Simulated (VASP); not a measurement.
# PbO2 (Plattnerite) (Pnma) in VASP: electric field gradients with PBE

Aim: the electric field gradients of PbO2 (Plattnerite) with PBE.

Program: VASP 6.6.1. These are calculated values, not measurements. Logs are shortened: lines on timing, memory, paths and dates and some standing lists are left out, and cuts for length are marked.

## (1) The cell of the first run

It takes space group Pnma (No. 62, orthorhombic). The conventional cell has a = 5.298 Å, b = 3.269 Å, c = 6.239 Å, α = 90.00°, β = 90.00°, γ = 90.00°. Pb (site symmetry m) has 9 O at 1.98 to 2.40 Å within 2.6 Å. Within 2.6 Å of O (site symmetry m) lie 4 Pb at 1.98 to 2.13 Å and 6 O at 2.39 to 2.45 Å. O (site symmetry m) has 5 Pb at 2.09 to 2.40 Å and 10 O at 2.39 to 2.80 Å within 2.8 Å.

## (2) Electric field gradients, PBE

Input file INCAR:

```
PREC     = Accurate       # precision mode
ENCUT    = 520            # plane-wave cutoff, eV
EDIFF    = 1E-8           # SCF threshold, eV
ISMEAR   = -1             # smearing method
SIGMA    = 0.02           # smearing width, eV
LREAL    = F              # projectors in reciprocal space
LASPH    = T              # aspherical terms in the spheres
NELM     = 100            # most SCF steps
ALGO     = Normal         # electronic algorithm
ISIF     = 2              # what is computed and relaxed
LWAVE    = F              # write WAVECAR
LCHARG   = F              # write CHGCAR
GGA      = PE             # functional
LEFG     = T            
NBANDS   = 64             # bands
```

Input file KPOINTS:

```
regular mesh
0
Gamma
  4 6 4
```

Input file POSCAR:

```
PbO2
1.0
    5.2980000000      0.0000000000      0.0000000000
    0.0000000000      3.2690000000      0.0000000000
    0.0000000000      0.0000000000      6.2390000000
Pb O
4 8
Direct
    0.2560000000      0.2500000000      0.8910000000
    0.7440000000      0.7500000000      0.1090000000
    0.7560000000      0.2500000000      0.6090000000
    0.2440000000      0.7500000000      0.3910000000
    0.3610000000      0.2500000000      0.5870000000
    0.6390000000      0.7500000000      0.4130000000
    0.8610000000      0.2500000000      0.9130000000
    0.1390000000      0.7500000000      0.0870000000
    0.0390000000      0.7500000000      0.6780000000
    0.9610000000      0.2500000000      0.3220000000
    0.5390000000      0.7500000000      0.8220000000
    0.4610000000      0.2500000000      0.1780000000
```

Potentials or basis: VASP PAW PBE potentials, release 64 (Pb_d, O).

On the command line:

```sh
> cat potpaw_PBE.64/Pb_d/POTCAR potpaw_PBE.64/O/POTCAR > POTCAR
> mpirun -np 1 vasp_std > vasp.out
```

OUTCAR:

```text
PREC = Accurate
   ENCUT = 520
   EDIFF = 1E-8
   ISMEAR = -1
   LREAL = F
   LASPH = T
   NELM = 100
   ISIF = 2
   GGA = PE

 ion  position               nearest neighbor table
   1  0.256  0.250  0.891-   5 1.98  12 2.09   7 2.10   8 2.13   8 2.13  11 2.26  11 2.26   9 2.40
                             9 2.40   3 3.18   3 3.18   2 3.35   2 3.35   2 3.45   2 3.45   4 3.52
   2  0.744  0.750  0.109-   6 1.98  11 2.09   8 2.10   7 2.13   7 2.13  12 2.26  12 2.26  10 2.40
                            10 2.40   4 3.18   4 3.18   1 3.35   1 3.35   1 3.45   1 3.45   3 3.52
   3  0.756  0.250  0.609-   7 1.98  10 2.09   5 2.10   6 2.13   6 2.13   9 2.26   9 2.26  11 2.40
                            11 2.40   1 3.18   1 3.18   4 3.35   4 3.35   4 3.45   4 3.45   2 3.52
   4  0.244  0.750  0.391-   8 1.98   9 2.09   6 2.10   5 2.13   5 2.13  10 2.26  10 2.26  12 2.40
                            12 2.40   2 3.18   2 3.18   3 3.35   3 3.35   3 3.45   3 3.45   1 3.52
   5  0.361  0.250  0.587-   1 1.98   3 2.10   4 2.13   4 2.13
   6  0.639  0.750  0.413-   2 1.98   4 2.10   3 2.13   3 2.13
   7  0.861  0.250  0.913-   3 1.98   1 2.10   2 2.13   2 2.13
   8  0.139  0.750  0.087-   4 1.98   2 2.10   1 2.13   1 2.13
   9  0.039  0.750  0.678-   4 2.09   3 2.26   3 2.26   1 2.40   1 2.40
  10  0.961  0.250  0.322-   3 2.09   4 2.26   4 2.26   2 2.40   2 2.40
  11  0.539  0.750  0.822-   2 2.09   1 2.26   1 2.26   3 2.40   3 2.40
  12  0.461  0.250  0.178-   1 2.09   2 2.26   2 2.26   4 2.40   4 2.40

  LATTYP: Found a simple orthorhombic cell.
 ALAT       =     3.2690000000
 B/A-ratio  =     1.6206791068
 C/A-ratio  =     1.9085347201

  Lattice vectors:

 A1 = (   0.0000000000,  -3.2690000000,   0.0000000000)
 A2 = (   5.2980000000,   0.0000000000,   0.0000000000)
 A3 = (   0.0000000000,   0.0000000000,   6.2390000000)

Analysis of symmetry for initial positions (statically):
=====================================================================
 Subroutine PRICEL returns:
 Original cell was already a primitive cell.

 Routine SETGRP: Setting up the symmetry group for a
 simple orthorhombic supercell.

 Subroutine GETGRP returns: Found  8 space group operations
 (whereof  2 operations were pure point group operations)
 out of a pool of  8 trial point group operations.

The static configuration has the point symmetry S_2 .
 The point group associated with its full space group is D_2h.

Analysis of symmetry for dynamics (positions and initial velocities):
=====================================================================
 Subroutine PRICEL returns:
 Original cell was already a primitive cell.

 Routine SETGRP: Setting up the symmetry group for a
 simple orthorhombic supercell.

 Subroutine GETGRP returns: Found  8 space group operations
 (whereof  2 operations were pure point group operations)
 out of a pool of  8 trial point group operations.

The dynamic configuration has the point symmetry S_2 .
 The point group associated with its full space group is D_2h.

 Subroutine INISYM returns: Found  8 space group operations
 (whereof  2 operations are pure point group operations),
 and found     1 'primitive' translations

----------------------------------------------------------------------------------------

                                     Primitive cell

  volume of cell :     108.0543

  direct lattice vectors                    reciprocal lattice vectors
     5.298000000  0.000000000  0.000000000     0.188750472  0.000000000  0.000000000
     0.000000000  3.269000000  0.000000000     0.000000000  0.305903946  0.000000000
     0.000000000  0.000000000  6.239000000     0.000000000  0.000000000  0.160282096

  length of vectors
     5.298000000  3.269000000  6.239000000     0.188750472  0.305903946  0.160282096

  position of ions in fractional coordinates (direct lattice)
     0.256000000  0.250000000  0.891000000
     0.744000000  0.750000000  0.109000000
     0.756000000  0.250000000  0.609000000
     0.244000000  0.750000000  0.391000000
     0.361000000  0.250000000  0.587000000
     0.639000000  0.750000000  0.413000000
[... 119 lines left out ...]
   LHFCALC =     F    Hartree Fock is set to
   AEXX    =    0.0000 exact exchange contribution
   IVDW    =     0    specifies the selected vdW correction
   LEPSILON=     F    determine dielectric tensor
   LRPA    =     F    only Hartree local field effects (RPA)
 non-spin polarized calculation
  energy-cutoff  :      520.00
  volume of cell :      108.05
 maximum number of plane-waves:      2932
 NGX is ok and might be reduce to    40
   NGX = 19   NGY = 13   NGZ = 23

 number of electron     103.9999976 magnetization

 Free energy of the ion-electron system (eV)
  ---------------------------------------------------
  ext. energy  EPLUGINS =         0.00000000
  ---------------------------------------------------
  free energy    TOTEN  =       -52.90645466 eV

  energy without entropy =      -52.90549249  energy(sigma->0) =      -52.90597357

 E-fermi :  10.9776     XC(G=0): -13.5781

 val. band max:       10.9430957635   @ k =   0.0000   0.3333   0.0000
 cond. band min:      10.9800908893   @ k =   0.0000   0.0000   0.0000
 fundamental gap:      0.0369951258
 Fermi energy:        10.9775610009

 k-point     1 :       0.0000    0.0000    0.0000
  band No.  band energies     occupation
      1     -10.6730      2.00000
      2      -9.1072      2.00000
      3      -8.9520      2.00000
      4      -8.5158      2.00000
      5      -7.4966      2.00000
      6      -7.4880      2.00000
[... 1597 lines left out ...]
     63      22.1298      0.00000
     64      22.1298      0.00000

 [... further k-points ...]

------------------------ aborting loop because EDIFF is reached ----------------------------------------

  FORCE on cell =-STRESS in cart. coord.  units (eV):
  Direction    XX          YY          ZZ          XY          YZ          ZX
  --------------------------------------------------------------------------------------
  -------------------------------------------------------------------------------------
  Total       59.9073385     56.9724111     63.7289053      0.0000000      0.0000000      0.0000000
  in kB      888.2776761    844.7599612    944.9420617      0.0000000      0.0000000      0.0000000
  external PRESSURE =     892.6598997 kB  Pullay stress =       0.0000000 kB

 VOLUME and BASIS-vectors are now :
 -----------------------------------------------------------------------------
  energy-cutoff  :      520.00
  volume of cell :      108.05
      direct lattice vectors                 reciprocal lattice vectors
     5.298000000  0.000000000  0.000000000     0.188750472  0.000000000  0.000000000
     0.000000000  3.269000000  0.000000000     0.000000000  0.305903946  0.000000000
     0.000000000  0.000000000  6.239000000     0.000000000  0.000000000  0.160282096

 POSITION                                       TOTAL-FORCE (eV/Angst)
 -----------------------------------------------------------------------------------
      1.35629      0.81725      5.55895         0.012317      0.000000      1.098066
      3.94171      2.45175      0.68005        -0.012317      0.000000     -1.098066
      4.00529      0.81725      3.79955         0.012317      0.000000     -1.098066
      1.29271      2.45175      2.43945        -0.012317      0.000000      1.098066
      1.91258      0.81725      3.66229        -0.091578      0.000000     -2.012340
      3.38542      2.45175      2.57671         0.091578      0.000000      2.012340
      4.56158      0.81725      5.69621        -0.091578     -0.000000      2.012340
      0.73642      2.45175      0.54279         0.091578      0.000000     -2.012340
      0.20662      2.45175      4.23004        -0.866639     -0.000000     -0.356503
      5.09138      0.81725      2.00896         0.866639      0.000000      0.356503
      2.85562      2.45175      5.12846        -0.866639     -0.000000      0.356503
      2.44238      0.81725      1.11054         0.866639      0.000000     -0.356503
 -----------------------------------------------------------------------------------
    total drift:                                0.000000      0.000000     -0.000000

  FREE ENERGIE OF THE ION-ELECTRON SYSTEM (eV)
  ---------------------------------------------------
  free  energy   TOTEN  =       -52.9064546593 eV

  energy  without entropy=      -52.9054924855  energy(sigma->0) =      -52.90597357

 Electric field gradients (V/A^2)
---------------------------------------------------------------------
 ion       V_xx      V_yy      V_zz      V_xy      V_xz      V_yz
---------------------------------------------------------------------
   1      37.404   215.294  -252.698     0.000    63.677    -0.000
   2      37.404   215.294  -252.698    -0.000    63.677    -0.000
   3      37.404   215.294  -252.698     0.000   -63.677     0.000
   4      37.404   215.294  -252.698    -0.000   -63.677     0.000
   5      -1.187   -40.114    41.301    -0.000    -7.907    -0.000
   6      -1.187   -40.114    41.301     0.000    -7.907    -0.000
   7      -1.187   -40.114    41.301     0.000     7.907     0.000
   8      -1.187   -40.114    41.301    -0.000     7.907     0.000
   9      -6.337    -2.741     9.078    -0.000    -0.768     0.000
  10      -6.337    -2.741     9.078     0.000    -0.768    -0.000
  11      -6.337    -2.741     9.078     0.000     0.768    -0.000
  12      -6.337    -2.741     9.078     0.000     0.768    -0.000
---------------------------------------------------------------------

 Electric field gradients after diagonalization (V/A^2)
 (convention: |V_zz| > |V_xx| > |V_yy|)
----------------------------------------------------------------------
 ion       V_xx      V_yy      V_zz     asymmetry (V_yy - V_xx)/ V_zz
----------------------------------------------------------------------
   1     215.294    50.766  -266.060       0.618
   2     215.294    50.766  -266.060       0.618
   3     215.294    50.766  -266.060       0.618
   4     215.294    50.766  -266.060       0.618
   5     -40.114    -2.611    42.724       0.878
   6     -40.114    -2.611    42.724       0.878
   7     -40.114    -2.611    42.724       0.878
   8     -40.114    -2.611    42.724       0.878
   9      -6.375    -2.741     9.116       0.399
  10      -6.375    -2.741     9.116       0.399
  11      -6.375    -2.741     9.116       0.399
  12      -6.375    -2.741     9.116       0.399
----------------------------------------------------------------------

           NMR quadrupolar parameters

 Cq : quadrupolar parameter    Cq=e*Q*V_zz/h
 eta: asymmetry parameters     (V_yy - V_xx)/ V_zz
 Q  : nuclear electric quadrupole moment in mb (millibarn)
----------------------------------------------------------------------
 ion       Cq(MHz)       eta       Q (mb)
----------------------------------------------------------------------
   1      -0.643       0.618       1.000
   2      -0.643       0.618       1.000
   3      -0.643       0.618       1.000
   4      -0.643       0.618       1.000
   5       0.103       0.878       1.000
   6       0.103       0.878       1.000
   7       0.103       0.878       1.000
   8       0.103       0.878       1.000
   9       0.022       0.399       1.000
  10       0.022       0.399       1.000
  11       0.022       0.399       1.000
  12       0.022       0.399       1.000
----------------------------------------------------------------------
```

Wall time 6 min (1 thread of AMD EPYC 7R43 (Zen 3), shared host); peak memory 0.27 GiB.

Results:

- Free energy: -52.9065 eV
- Pressure: 89.3 GPa
- Largest force: 2.014 eV/Å
- Band gap on the k mesh: 0.04 eV, indirect (least direct gap 0.66 eV)

Forces on the atoms (eV/Å):
```
Pb   0.012  0.000  1.098
Pb  -0.012  0.000 -1.098
Pb   0.012  0.000 -1.098
Pb  -0.012  0.000  1.098
O   -0.092  0.000 -2.012
O    0.092  0.000  2.012
O   -0.092  0.000  2.012
O    0.092  0.000 -2.012
O   -0.867  0.000 -0.357
O    0.867  0.000  0.357
O   -0.867  0.000  0.357
O    0.867  0.000 -0.357
```

Stress tensor (GPa, compression positive):
```
88.83  0.00  0.00
 0.00 84.48  0.00
 0.00  0.00 94.49
```

Electric field gradients, principal values (V/Å²):
| atom | least | middle | greatest (by size) |
| --- | --- | --- | --- |
| 1 Pb | 50.766 | 215.294 | -266.060 |
| 2 Pb | 50.766 | 215.294 | -266.060 |
| 3 Pb | 50.766 | 215.294 | -266.060 |
| 4 Pb | 50.766 | 215.294 | -266.060 |
| 5 O | -2.611 | -40.114 | 42.724 |
| 6 O | -2.611 | -40.114 | 42.724 |
| 7 O | -2.611 | -40.114 | 42.724 |
| 8 O | -2.611 | -40.114 | 42.724 |
| 9 O | -2.741 | -6.375 | 9.116 |
| 10 O | -2.741 | -6.375 | 9.116 |
| 11 O | -2.741 | -6.375 | 9.116 |
| 12 O | -2.741 | -6.375 | 9.116 |

Caveat: without QUAD_EFG the Cq values of the log hold for a quadrupole moment of 1 mb, not for the nuclei; spin-orbit coupling is left out, which moves the levels of the heavy elements; forces of over 1 eV/Å act on the atoms, so gaps and moduli don't describe the material at rest. A k mesh can miss the band edges.
